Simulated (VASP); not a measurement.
Here is a VASP 6.6.1 calculation.

Contents of INCAR:

```
SYSTEM = Rb
ALGO = Fast ; EDIFF = 1E-6
ENCUT = 520 ; GGA = PS
ISIF = 2 ; ISMEAR = -1
LASPH = .True. ; LCHARG = .False.
LREAL = .False. ; LWAVE = .False.
NBANDS = 10 ; NELM = 100
PREC = Accurate ; SIGMA = 0.05
```

The input KPOINTS:

```
k-points
0
Gamma
  7 7 7
  0 0 0
```

The input POSCAR:

```
Rb
1.0
   -2.7836907084      2.7836907084      2.7836907084
    2.7836907084     -2.7836907084      2.7836907084
    2.7836907084      2.7836907084     -2.7836907084
Rb
1
Direct
    0.0000000000      0.0000000000      0.0000000000
```

Potentials or basis: VASP PAW PBE potentials, release 64 (Rb_sv).

Run with:

```bash
$ cat potpaw_PBE.64/Rb_sv/POTCAR > POTCAR
$ mpirun -np 1 vasp_std > vasp.out
```

(1) Predict the pressure.

## Answers

(1) 0.0 GPa.

Caveat: the PAW data sets were made with another functional, which shifts forces and pressure a little.
